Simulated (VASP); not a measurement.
# ZrNbGe2 (I4/mmm) in VASP: a series of runs, part 2 of 2

VASP 6.6.1. Earlier steps stand in the parts before.

### 6 Relaxation of cell and atoms, PBE

This run uses another cell than the first one, of 21.74 Å³/atom.

File INCAR:

```
SYSTEM = ZrNbGe2
PREC = Accurate
ENCUT = 600
EDIFF = 1E-6
ISMEAR = 0
SIGMA = 0.1
LREAL = .FALSE.
LASPH = .TRUE.
NELM = 80
ALGO = Normal
ISIF = 3
LWAVE = .FALSE.
LCHARG = .FALSE.
GGA = PE
IBRION = 2
NSW = 90
EDIFFG = -0.04
```

File KPOINTS:

```
Automatic mesh
0
G
  4 4 4
  0 0 0
```

File POSCAR:

```
ZrNbGe2
1.0
   -2.7374936100      2.7374936100      2.9010979500
    2.7374936100     -2.7374936100      2.9010979500
    2.7374936100      2.7374936100     -2.9010979500
Zr Nb Ge
1 1 2
Direct
    0.5000000000      0.5000000000      0.0000000000
    0.0000000000      0.0000000000      0.0000000000
    0.7500000000      0.2500000000      0.5000000000
    0.2500000000      0.7500000000      0.5000000000
```

Potentials or basis: VASP PAW PBE potentials, release 64 (Zr_sv, Nb_sv, Ge_d).

Started as:

```console
$ cat potpaw_PBE.64/Zr_sv/POTCAR potpaw_PBE.64/Nb_sv/POTCAR potpaw_PBE.64/Ge_d/POTCAR > POTCAR
$ mpirun -np 1 vasp_std > vasp.out
```

OUTCAR:

```text
SYSTEM = ZrNbGe2
   PREC = Accurate
   ENCUT = 600
   EDIFF = 1E-6
   ISMEAR = 0
   LREAL = .FALSE.
   LASPH = .TRUE.
   NELM = 80
   ISIF = 3
   GGA = PE
   IBRION = 2
   NSW = 90
   EDIFFG = -0.04

 ion  position               nearest neighbor table
   1  0.500  0.500  0.000-   2 2.90   2 2.90   4 3.10   3 3.10   4 3.10   3 3.10   4 3.10   4 3.10
                             3 3.10   3 3.10
   2  0.000  0.000  0.000-   1 2.90   1 2.90
   3  0.750  0.250  0.500-   4 2.90   4 2.90   1 3.10   1 3.10   1 3.10   1 3.10
   4  0.250  0.750  0.500-   3 2.90   3 2.90   1 3.10   1 3.10   1 3.10   1 3.10

  LATTYP: Found a body centered tetragonal cell.
 ALAT       =     5.4749872200
 C/A-ratio  =     1.0597642820

  Lattice vectors:

 A1 = (  -2.7374936100,   2.7374936100,   2.9010979500)
 A2 = (   2.7374936100,  -2.7374936100,   2.9010979500)
 A3 = (   2.7374936100,   2.7374936100,  -2.9010979500)

Analysis of symmetry for initial positions (statically):
=====================================================================
 Subroutine PRICEL returns:
 Original cell was already a primitive cell.

 Routine SETGRP: Setting up the symmetry group for a
 body centered tetragonal supercell.

 Subroutine GETGRP returns: Found 16 space group operations
 (whereof 16 operations were pure point group operations)
 out of a pool of 16 trial point group operations.

The static configuration has the point symmetry D_4h.

Analysis of symmetry for dynamics (positions and initial velocities):
=====================================================================
 Subroutine PRICEL returns:
 Original cell was already a primitive cell.

 Routine SETGRP: Setting up the symmetry group for a
 body centered tetragonal supercell.

 Subroutine GETGRP returns: Found 16 space group operations
 (whereof 16 operations were pure point group operations)
 out of a pool of 16 trial point group operations.

The dynamic configuration has the point symmetry D_4h.

 Subroutine INISYM returns: Found 16 space group operations
 (whereof 16 operations are pure point group operations),
 and found     1 'primitive' translations

[... 111 lines left out ...]
   GGA     = PE    functional components
   LHFCALC =     F    Hartree Fock is set to
   AEXX    =    0.0000 exact exchange contribution
   IVDW    =     0    specifies the selected vdW correction
   LEPSILON=     F    determine dielectric tensor
   LRPA    =     F    only Hartree local field effects (RPA)
 conjugate gradient relaxation of ions
 non-spin polarized calculation
 Gauss-broadening in eV      SIGMA  =   0.10
  energy-cutoff  :      600.00
  volume of cell :       86.96
 maximum number of plane-waves:      2920
 NGX is ok and might be reduce to    40
   NGX = 19   NGY = 19   NGZ = 19

--------------------------------------- Ionic step        1  -------------------------------------------

 number of electron      52.9999996 magnetization

 Free energy of the ion-electron system (eV)
  ---------------------------------------------------
  ext. energy  EPLUGINS =         0.00000000
  ---------------------------------------------------
  free energy    TOTEN  =       -27.95674533 eV

  energy without entropy =      -27.93555569  energy(sigma->0) =      -27.94615051

------------------------ aborting loop because EDIFF is reached ----------------------------------------

  FORCE on cell =-STRESS in cart. coord.  units (eV):
  Direction    XX          YY          ZZ          XY          YZ          ZX
  --------------------------------------------------------------------------------------
  -------------------------------------------------------------------------------------
  Total      -10.2515369    -10.2515369     -4.3315421      0.0000000     -0.0000000     -0.0000000
  in kB     -188.8734658   -188.8734658    -79.8039725      0.0000000     -0.0000000     -0.0000000
  external PRESSURE =    -152.5169680 kB  Pullay stress =       0.0000000 kB
[... 177 lines left out ...]
--------------------------------------- Ionic step        6  -------------------------------------------

 number of electron      52.9999996 magnetization

 E-fermi :   9.9693     XC(G=0): -12.0001

 val. band max:        9.8778919109   @ k =   0.5000  -0.0000   0.0000
 cond. band min:       9.9848582255   @ k =   0.5000  -0.0000   0.0000
 fundamental gap:      0.1069663145
 Fermi energy:         9.9693050055

 k-point     1 :       0.0000    0.0000    0.0000
  band No.  band energies     occupation
      1     -45.1307      2.00000
      2     -39.1485      2.00000
      3     -21.2578      2.00000
      4     -21.2578      2.00000
      5     -21.2129      2.00000
      6     -17.2901      2.00000
[... 468 lines left out ...]
--------------------------------------- Ionic step        7  -------------------------------------------

 number of electron      53.0000000 magnetization

 Free energy of the ion-electron system (eV)
  ---------------------------------------------------
  ext. energy  EPLUGINS =         0.00000000
  ---------------------------------------------------
  free energy    TOTEN  =       -29.15446113 eV

  energy without entropy =      -29.13036100  energy(sigma->0) =      -29.14241106

 E-fermi :  10.0691     XC(G=0): -12.0404

 val. band max:        9.9790319266   @ k =   0.5000  -0.0000   0.0000
 cond. band min:      10.0804631565   @ k =   0.5000  -0.0000   0.0000
 fundamental gap:      0.1014312299
 Fermi energy:        10.0691405214

 k-point     1 :       0.0000    0.0000    0.0000
  band No.  band energies     occupation
      1     -45.0174      2.00000
      2     -39.0312      2.00000
      3     -21.1473      2.00000
      4     -21.1473      2.00000
      5     -21.1075      2.00000
      6     -17.1778      2.00000
[... 462 lines left out ...]
  FREE ENERGIE OF THE ION-ELECTRON SYSTEM (eV)
  ---------------------------------------------------
  free  energy   TOTEN  =       -29.1544611264 eV

  energy  without entropy=      -29.1303610007  energy(sigma->0) =      -29.14241106

 reached required accuracy - stopping structural energy minimisation
```

OSZICAR:

```text
N       E                     dE             d eps       ncg     rms          rms(c)
DAV:   1     0.699807551905E+03    0.69981E+03   -0.28457E+04   953   0.405E+03
[... 78 lines left out ...]
DAV:   3    -0.291574007588E+02    0.52714E-02   -0.43632E-02  1205   0.112E+00    0.360E-01
DAV:   4    -0.291544948799E+02    0.29059E-02   -0.18006E-02  1333   0.758E-01    0.194E-01
DAV:   5    -0.291544455109E+02    0.49369E-04   -0.10793E-03  1179   0.228E-01    0.113E-01
DAV:   6    -0.291544416006E+02    0.39103E-05   -0.36212E-04  1340   0.110E-01    0.552E-02
DAV:   7    -0.291544598044E+02   -0.18204E-04   -0.46427E-05  1136   0.625E-02    0.117E-02
DAV:   8    -0.291544611866E+02   -0.13822E-05   -0.67755E-06   901   0.203E-02    0.439E-03
DAV:   9    -0.291544611264E+02    0.60189E-07   -0.59075E-07   558   0.865E-03
   7 F= -.29154461E+02 E0= -.29142411E+02  d E =-.205208E-02
```

It took 6.6 min on 1 thread of Intel Xeon 8259CL, shared host; peak memory 0.28 GiB.

Results:

- Free energy: -29.1545 eV
- Relaxed volume: 17.81 Å³/atom
- Relaxed cell: a = 4.554 Å, b = 4.554 Å, c = 4.554 Å, α = 114.42°, β = 114.42°, γ = 99.96°
- Space group after relaxing (to 0.1 Å): I4/mmm (No. 139)
- Energy gained by relaxing: 299.4 meV/atom
- Ionic steps: 7
- Pressure after relaxing: 0.0 GPa
- Band gap on the k mesh: zero (an odd number of electrons rules out a gap without spin polarisation)

Stress tensor (GPa, compression positive):
```
 0.03  0.00  0.00
 0.00  0.03  0.00
 0.00  0.00 -0.05
```

The path:
```
step  energy change (eV)  largest force (eV/Å)  pressure (GPa)  volume (Å³)
   1              0.0000                0.0000          -15.25        86.96
   2             -0.6943                0.0000           20.21        63.30
   3             -1.0684                0.0000            1.76        70.65
   4             -1.1946                0.0000            1.09        70.65
   5             -1.1957                0.0000            1.11        70.65
   6             -1.1959                0.0000           -1.07        71.81
   7             -1.1977                0.0000            0.00        71.25
```

Final structure:
```xyz
4
Lattice="-2.4663 2.4663 2.9285 2.4663 -2.4663 2.9285 2.4663 2.4663 -2.9285" Properties=species:S:1:pos:R:3 pbc="T T T"
Zr    0.0000    0.0000    2.9285
Nb    0.0000    0.0000    0.0000
Ge    0.0000    2.4663    1.4643
Ge    2.4663    0.0000    1.4643
```

Levels at points of the mesh, in eV from the Fermi level:
```
           k point  band 23  band 24  band 25  band 26  band 27  band 28  band 29  band 30  band 31
(0.00, 0.00, 0.00)    -4.83    -2.45    -2.39     0.55     0.55     1.30     2.90     2.90     3.33
(0.50, 0.00, 0.00)    -3.03    -2.92    -1.77    -1.50    -0.09     0.01     0.49     0.74     2.42
(0.50, 0.50, 0.00)    -2.29    -2.26    -1.88    -1.61    -0.48     0.41     1.01     2.15     2.68
(0.50, 0.50, 0.50)    -3.54    -2.40    -1.89    -1.89    -0.99     1.84     2.00     2.00     2.99
```

Caveat: the k points lie up to 0.42 Å⁻¹ apart in the final cell, too coarse for converged energies and pressures of a metal; the volume moved by over 15 % at a fixed basis, so the end points are rough.

### 7 Summary

```csv
task,cell,k mesh,cutoff (eV),gap on the mesh (eV),pressure (GPa)
single point,"a = 4.558 Å, angles 114.4, 114.4, 100.1°, 4 atoms",14 × 14 × 14,520,none,0.0
single point,"a = 4.554 Å, angles 114.4, 114.4, 100.0°, 4 atoms",4 × 4 × 4,520,none,-0.1
single point,"a = 4.838 Å, angles 111.1, 111.1, 106.3°, 4 atoms",4 × 4 × 4,520,none,-15.3
single point,"a = 4.554 Å, angles 114.4, 114.4, 100.0°, 4 atoms",6 × 6 × 6,520,none,0.1
relaxation of cell and atoms,"relaxed from a = 4.838 Å, angles 111.1, 111.1, 106.3°, 4 atoms",4 × 4 × 4,600,none,0.0
```

Alike in all rows: level PBE; potentials or basis VASP PAW PBE potentials, release 64 (Zr_sv, Nb_sv, Ge_d); no spin polarisation; smearing gaussian 0.1 eV.

Caveats: some runs use coarse meshes; the volume moved by over 15 % at a fixed basis, so the end points are rough (at least some runs).

Absolute energies hang on the potentials; compare differences alone.
